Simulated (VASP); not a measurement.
# Ca3TeRu2 (P-4m2) in VASP: notebook

Runs on Ca3TeRu2. Level: PBE. Tasks: single point, relaxation of cell and atoms.

Everything below comes from runs of VASP 6.6.1. Logs are shortened: lines on timing, memory, paths and dates and some standing lists are left out, and cuts for length are marked.

## 1. The cell of the first run

The structure is tetragonal, space group P-4m2 (No. 115). The conventional cell has a = 4.549 Å, b = 4.549 Å, c = 7.017 Å, α = 90.00°, β = 90.00°, γ = 90.00°. Within 3.6 Å of Ca (site symmetry -4m2) lie 4 Ru at 2.72 Å and 4 Te at 3.22 Å and 4 Ca at 3.44 Å. Ca (site symmetry 2mm) has 5 Ru at 2.94 to 3.39 Å and 6 Ca at 3.44 to 3.71 Å and 2 Te at 3.44 Å within 3.9 Å. Te (site symmetry -4m2) has 4 Ru at 2.72 Å and 8 Ca at 3.22 to 3.44 Å within 3.6 Å. Within 3.6 Å of Ru (site symmetry 2mm) lie 7 Ca at 2.72 to 3.39 Å and 2 Te at 2.72 Å.

The cell was generated, and may not be a known phase.

## 2. Single point, PBE

INCAR

```
SYSTEM = Ca3TeRu2
  PREC = Accurate
  ENCUT = 520
  EDIFF = 1E-6
  ISMEAR = 0
  SIGMA = 0.1
  LREAL = .False.
  LASPH = .True.
  NELM = 60
  ALGO = Normal
  ISIF = 2
  LWAVE = .False.
  LCHARG = .True.
  GGA = PE
  LELF = .True.
  LVHAR = .True.
  NBANDS = 41
```

KPOINTS

```
regular mesh
0
Gamma
  4 4 2
  0 0 0
```

POSCAR

```
Ca3TeRu2
1.0
    4.5490873958      0.0000000000      0.0000000000
    0.0000000000      4.5490873958      0.0000000000
    0.0000000000      0.0000000000      7.0165171846
Ca Te Ru
3 1 2
Direct
    0.5000000000      0.5000000000      0.0000000000
    0.0000000000      0.5000000000      0.3678983213
    0.5000000000      0.0000000000      0.6321016787
    0.0000000000      0.0000000000      0.0000000000
    0.0000000000      0.5000000000      0.7864440275
    0.5000000000      0.0000000000      0.2135559725
```

Potentials or basis: VASP PAW PBE potentials, release 64 (Ca_sv, Te, Ru_pv).

Launch:

```bash
$ cat potpaw_PBE.64/Ca_sv/POTCAR potpaw_PBE.64/Te/POTCAR potpaw_PBE.64/Ru_pv/POTCAR > POTCAR
$ mpirun -np 1 vasp_std > vasp.out
```

OUTCAR:

```text
SYSTEM = Ca3TeRu2
   PREC = Accurate
   ENCUT = 520
   EDIFF = 1E-6
   ISMEAR = 0
   LREAL = .False.
   LASPH = .True.
   NELM = 60
   ISIF = 2
   GGA = PE

 ion  position               nearest neighbor table
   1  0.500  0.500  0.000-   6 2.72   6 2.72   5 2.72   5 2.72   4 3.22   4 3.22   4 3.22   4 3.22

   2  0.000  0.500  0.368-   5 2.94
   3  0.500  0.000  0.632-   6 2.94
   4  0.000  0.000  0.000-   6 2.72   6 2.72   5 2.72   5 2.72   1 3.22   1 3.22   1 3.22   1 3.22

   5  0.000  0.500  0.786-   1 2.72   4 2.72   4 2.72   1 2.72   2 2.94
   6  0.500  0.000  0.214-   1 2.72   4 2.72   1 2.72   4 2.72   3 2.94

  LATTYP: Found a simple tetragonal cell.
 ALAT       =     4.5490873958
 C/A-ratio  =     1.5424010519

  Lattice vectors:

 A1 = (   4.5490873958,   0.0000000000,   0.0000000000)
 A2 = (   0.0000000000,   4.5490873958,   0.0000000000)
 A3 = (   0.0000000000,   0.0000000000,   7.0165171846)

Analysis of symmetry for initial positions (statically):
=====================================================================
 Subroutine PRICEL returns:
 Original cell was already a primitive cell.

 Routine SETGRP: Setting up the symmetry group for a
 simple tetragonal supercell.

 Subroutine GETGRP returns: Found  8 space group operations
 (whereof  8 operations were pure point group operations)
 out of a pool of 16 trial point group operations.

The static configuration has the point symmetry D_2d.

Analysis of symmetry for dynamics (positions and initial velocities):
=====================================================================
 Subroutine PRICEL returns:
 Original cell was already a primitive cell.

 Routine SETGRP: Setting up the symmetry group for a
 simple tetragonal supercell.

 Subroutine GETGRP returns: Found  8 space group operations
 (whereof  8 operations were pure point group operations)
 out of a pool of 16 trial point group operations.

The dynamic configuration has the point symmetry D_2d.

 Subroutine INISYM returns: Found  8 space group operations
 (whereof  8 operations are pure point group operations),
 and found     1 'primitive' translations

----------------------------------------------------------------------------------------

                                     Primitive cell

  volume of cell :     145.2012

  direct lattice vectors                    reciprocal lattice vectors
     4.549087396  0.000000000  0.000000000     0.219824310  0.000000000  0.000000000
     0.000000000  4.549087396  0.000000000     0.000000000  0.219824310  0.000000000
     0.000000000  0.000000000  7.016517185     0.000000000  0.000000000  0.142520851

  length of vectors
     4.549087396  4.549087396  7.016517185     0.219824310  0.219824310  0.142520851

  position of ions in fractional coordinates (direct lattice)
     0.500000000  0.500000000  0.000000000
     0.000000000  0.500000000  0.367898321
     0.500000000  0.000000000  0.632101679
     0.000000000  0.000000000  0.000000000
     0.000000000  0.500000000  0.786444027
     0.500000000  0.000000000  0.213555972

  ion indices of the primitive-cell ions
   primitive index   ion index
                 1           1
                 2           2
                 3           3
                 4           4
                 5           5
                 6           6

----------------------------------------------------------------------------------------

 KPOINTS: regular mesh

Automatic generation of k-mesh.
 Grid dimensions read from file:
 generate k-points for:    4    4    2

 Generating k-lattice:

  Cartesian coordinates                     Fractional coordinates (reciprocal lattice)
     0.054956078  0.000000000  0.000000000     0.250000000  0.000000000  0.000000000
     0.000000000  0.054956078  0.000000000     0.000000000  0.250000000  0.000000000
     0.000000000  0.000000000  0.071260425     0.000000000  0.000000000  0.500000000

  Length of vectors
     0.054956078  0.054956078  0.071260425

  Shift w.r.t. Gamma in fractional coordinates (k-lattice)
     0.000000000  0.000000000  0.000000000

 Subroutine IBZKPT returns following result:
 ===========================================

 Found     12 irreducible k-points:

 Following reciprocal coordinates:
            Coordinates               Weight
  0.000000  0.000000  0.000000      1.000000
  0.250000  0.000000  0.000000      4.000000
  0.500000  0.000000  0.000000      2.000000
  0.250000  0.250000  0.000000      4.000000
  0.500000  0.250000  0.000000      4.000000
  0.500000  0.500000  0.000000      1.000000
  0.000000  0.000000  0.500000      1.000000
  0.250000  0.000000  0.500000      4.000000
  0.500000  0.000000  0.500000      2.000000
  0.250000  0.250000  0.500000      4.000000
  0.500000  0.250000  0.500000      4.000000
  0.500000  0.500000  0.500000      1.000000
   k-points           NKPTS =     12   k-points in BZ     NKDIM =     12   number of bands    NBANDS=     41
   number of dos      NEDOS =    301   number of ions     NIONS =      6
   total plane-waves  NPLWV =  69984
   dimension x,y,z NGX =    36 NGY =   36 NGZ =   54
   dimension x,y,z NGXF=    72 NGYF=   72 NGZF=  108
   ions per type =               3   1   2
   NGX,Y,Z   is equivalent  to a cutoff of  13.16, 13.16, 12.79 a.u.
   NGXF,Y,Z  is equivalent  to a cutoff of  26.31, 26.31, 25.59 a.u.
 SYSTEM =  Ca3TeRu2
   PREC   = accura    normal or accurate (medium, high low for compatibility)
   ISTART =      0    job   : 0-new  1-cont  2-samecut
   ICHARG =      2    charge: 1-file 2-atom 10-const
   ISPIN  =      1    spin polarized calculation?
   LNONCOLLINEAR =      F non collinear calculations
   LSORBIT =      F    spin-orbit coupling
   LASPH  =      T    aspherical Exc in radial PAW
   ENCUT  =  520.0 eV  38.22 Ry    6.18 a.u.   8.46  8.46 13.05*2*pi/ulx,y,z
   NELM   =     60;   NELMIN=  2; NELMDL= -5     # of ELM steps
   EDIFF  = 0.1E-05   stopping-criterion for ELM
   LREAL  =      F    real-space projection
   EDIFFG = 0.1E-04   stopping-criterion for IOM
   NSW    =      0    number of steps for IOM
   IBRION =     -1    ionic relax: 0-MD 1-quasi-New 2-CG
   NFREE  =      0    steps in history (QN), initial steepest desc. (CG)
   ISIF   =      2    stress and relaxation
   ISYM   =      2    0-nonsym 1-usesym 2-fastsym
   POTIM  = 0.5000    time-step for ionic-motion
   TEBEG  =    0.0;   TEEND  =   0.0 temperature during run
   PSTRESS=    0.0 pullay stress
   NELECT =      64.0000    total number of electrons
   NUPDOWN=      -1.0000    fix difference up-down
   EMIN   =  10.00;   EMAX   =-10.00  energy-range for DOS
   EFERMI =   0.00;   METHOD = LEGACY
   ISMEAR =     0;   SIGMA  =   0.10  broadening in eV -4-tet -1-fermi 0-gaus
   EFERMI_NEDOS =   21; number of points for ismear=-14 and -15
   IALGO  =     38    algorithm
   IMIX   =      4    mixing-type and parameters
     AMIX     =   0.40;   BMIX     =  1.00
     AMIX_MAG =   1.60;   BMIX_MAG =  1.00
  volume/ion in A,a.u.               =      24.20       163.31
  Fermi-wavevector in a.u.,A,eV,Ry     =   1.245885  2.354382 21.119378  1.552230
  Thomas-Fermi vector in A             =   2.380088
   LORBIT       =      0    0 simple, 1 ext, 2 COOP (PROOUT), +10 PAW based schemes
   GGA     = PE    functional components
   LHFCALC =     F    Hartree Fock is set to
   AEXX    =    0.0000 exact exchange contribution
   IVDW    =     0    specifies the selected vdW correction
   LEPSILON=     F    determine dielectric tensor
   LRPA    =     F    only Hartree local field effects (RPA)
 non-spin polarized calculation
 Gauss-broadening in eV      SIGMA  =   0.10
  energy-cutoff  :      520.00
  volume of cell :      145.20
 maximum number of plane-waves:      3922
 NGX is ok and might be reduce to    36
   NGX = 17   NGY = 17   NGZ = 27

 number of electron      63.9999999 magnetization

 Free energy of the ion-electron system (eV)
  ---------------------------------------------------
  ext. energy  EPLUGINS =         0.00000000
  ---------------------------------------------------
  free energy    TOTEN  =       -27.34950097 eV

  energy without entropy =      -27.33251738  energy(sigma->0) =      -27.34100917

 E-fermi :   5.6609     XC(G=0): -10.0345

 val. band max:        5.6096068210   @ k =   0.2500   0.2500   0.0000
 cond. band min:       5.6706864025   @ k =   0.5000   0.5000   0.5000
 fundamental gap:      0.0610795814
 Fermi energy:         5.6608863523

 k-point     1 :       0.0000    0.0000    0.0000
  band No.  band energies     occupation
      1     -35.7797      2.00000
      2     -35.7797      2.00000
      3     -35.6824      2.00000
      4     -35.6613      2.00000
      5     -35.5378      2.00000
      6     -35.5378      2.00000
[... 33 lines left out ...]
     40       8.8489      0.00000
     41       8.8490      0.00000

 k-point     2 :       0.2500    0.0000    0.0000
  band No.  band energies     occupation
      1     -35.7816      2.00000
      2     -35.7797      2.00000
      3     -35.6781      2.00000
      4     -35.6626      2.00000
      5     -35.5476      2.00000
      6     -35.5378      2.00000
[... 33 lines left out ...]
     40       9.0378      0.00000
     41       9.1238      0.00000

 k-point     3 :       0.5000    0.0000    0.0000
  band No.  band energies     occupation
      1     -35.7835      2.00000
      2     -35.7796      2.00000
      3     -35.6717      2.00000
      4     -35.6658      2.00000
      5     -35.5573      2.00000
      6     -35.5377      2.00000
[... 33 lines left out ...]
     40       9.2807      0.00000
     41       9.3174      0.00000

 k-point     4 :       0.2500    0.2500    0.0000
  band No.  band energies     occupation
      1     -35.7821      2.00000
      2     -35.7804      2.00000
      3     -35.6744      2.00000
      4     -35.6633      2.00000
      5     -35.5544      2.00000
      6     -35.5389      2.00000
[... 33 lines left out ...]
     40       8.9895      0.00000
     41       9.5225      0.00000

 k-point     5 :       0.5000    0.2500    0.0000
  band No.  band energies     occupation
      1     -35.7834      2.00000
      2     -35.7802      2.00000
      3     -35.6688      2.00000
      4     -35.6657      2.00000
      5     -35.5626      2.00000
      6     -35.5386      2.00000
[... 33 lines left out ...]
     40       9.1831      0.00000
     41       9.4685      0.00000

 k-point     6 :       0.5000    0.5000    0.0000
  band No.  band energies     occupation
      1     -35.7838      2.00000
      2     -35.7803      2.00000
      3     -35.6656      2.00000
      4     -35.6656      2.00000
      5     -35.5695      2.00000
      6     -35.5383      2.00000
[... 33 lines left out ...]
     40       8.9532      0.00000
     41       9.3759      0.00000

 k-point     7 :       0.0000    0.0000    0.5000
  band No.  band energies     occupation
      1     -35.7797      2.00000
      2     -35.7797      2.00000
      3     -35.6775      2.00000
      4     -35.6684      2.00000
      5     -35.5378      2.00000
      6     -35.5378      2.00000
[... 33 lines left out ...]
     40       8.9140      0.00000
     41       8.9140      0.00000

 k-point     8 :       0.2500    0.0000    0.5000
  band No.  band energies     occupation
      1     -35.7817      2.00000
      2     -35.7797      2.00000
      3     -35.6755      2.00000
      4     -35.6675      2.00000
      5     -35.5466      2.00000
      6     -35.5378      2.00000
[... 33 lines left out ...]
     40       8.7060      0.00000
     41       9.0568      0.00000

 k-point     9 :       0.5000    0.0000    0.5000
  band No.  band energies     occupation
      1     -35.7837      2.00000
      2     -35.7796      2.00000
      3     -35.6738      2.00000
      4     -35.6662      2.00000
      5     -35.5552      2.00000
      6     -35.5377      2.00000
[... 33 lines left out ...]
     40       9.2635      0.00000
     41       9.3628      0.00000

 k-point    10 :       0.2500    0.2500    0.5000
  band No.  band energies     occupation
      1     -35.7821      2.00000
      2     -35.7804      2.00000
      3     -35.6727      2.00000
      4     -35.6671      2.00000
      5     -35.5533      2.00000
      6     -35.5389      2.00000
[... 33 lines left out ...]
     40       9.1080      0.00000
     41       9.3677      0.00000

 k-point    11 :       0.5000    0.2500    0.5000
  band No.  band energies     occupation
      1     -35.7834      2.00000
      2     -35.7803      2.00000
      3     -35.6703      2.00000
      4     -35.6662      2.00000
      5     -35.5614      2.00000
      6     -35.5387      2.00000
[... 33 lines left out ...]
     40       9.0940      0.00000
     41       9.2234      0.00000

 k-point    12 :       0.5000    0.5000    0.5000
  band No.  band energies     occupation
      1     -35.7837      2.00000
      2     -35.7804      2.00000
      3     -35.6662      2.00000
      4     -35.6662      2.00000
      5     -35.5694      2.00000
      6     -35.5384      2.00000
[... 33 lines left out ...]
     40       9.0169      0.00000
     41       9.1156      0.00000

------------------------ aborting loop because EDIFF is reached ----------------------------------------

  FORCE on cell =-STRESS in cart. coord.  units (eV):
  Direction    XX          YY          ZZ          XY          YZ          ZX
  --------------------------------------------------------------------------------------
  -------------------------------------------------------------------------------------
  Total        0.1177479      0.1177479      0.0777323      0.0000000      0.0000000     -0.0000000
  in kB        1.2992525      1.2992525      0.8577129      0.0000000      0.0000000     -0.0000000
  external PRESSURE =       1.1520727 kB  Pullay stress =       0.0000000 kB

 VOLUME and BASIS-vectors are now :
 -----------------------------------------------------------------------------
  energy-cutoff  :      520.00
  volume of cell :      145.20
      direct lattice vectors                 reciprocal lattice vectors
     4.549087396  0.000000000  0.000000000     0.219824310  0.000000000  0.000000000
     0.000000000  4.549087396  0.000000000     0.000000000  0.219824310  0.000000000
     0.000000000  0.000000000  7.016517185     0.000000000  0.000000000  0.142520851

 POSITION                                       TOTAL-FORCE (eV/Angst)
 -----------------------------------------------------------------------------------
      2.27454      2.27454      0.00000         0.000000      0.000000     -0.000000
      0.00000      2.27454      2.58136         0.000000      0.000000      0.003168
      2.27454      0.00000      4.43515         0.000000      0.000000     -0.003168
      0.00000      0.00000      0.00000         0.000000      0.000000     -0.000000
      0.00000      2.27454      5.51810         0.000000     -0.000000      0.003524
      2.27454      0.00000      1.49842        -0.000000      0.000000     -0.003524
 -----------------------------------------------------------------------------------
    total drift:                                0.000000      0.000000      0.000000

  FREE ENERGIE OF THE ION-ELECTRON SYSTEM (eV)
  ---------------------------------------------------
  free  energy   TOTEN  =       -27.3495009711 eV

  energy  without entropy=      -27.3325173751  energy(sigma->0) =      -27.34100917
```

Run time: 49 s. Hardware: 1 thread of Intel Xeon 6975P-C (Granite Rapids), shared host; peak memory 0.27 GiB.

Results:

```yaml
Free_energy: -27.3495 eV
Pressure: 0.1 GPa
Largest_force: 0.004 eV/Å
Band_gap_on_the_k_mesh: zero (bands 32 and 33 overlap by 0.72 eV)
```

Forces on the atoms (eV/Å):
```
Ca   0.000  0.000  0.000
Ca   0.000  0.000  0.003
Ca   0.000  0.000 -0.003
Te   0.000  0.000  0.000
Ru   0.000  0.000  0.004
Ru   0.000  0.000 -0.004
```

Caveat: the k points lie up to 0.45 Å⁻¹ apart, too coarse for converged energies and pressures of a metal; spin-orbit coupling is left out, which moves the levels of the heavy elements.

(Part 1 of 2 ends here.)

The gap in the log of VASP goes by the Fermi energy; the results here count the filled bands.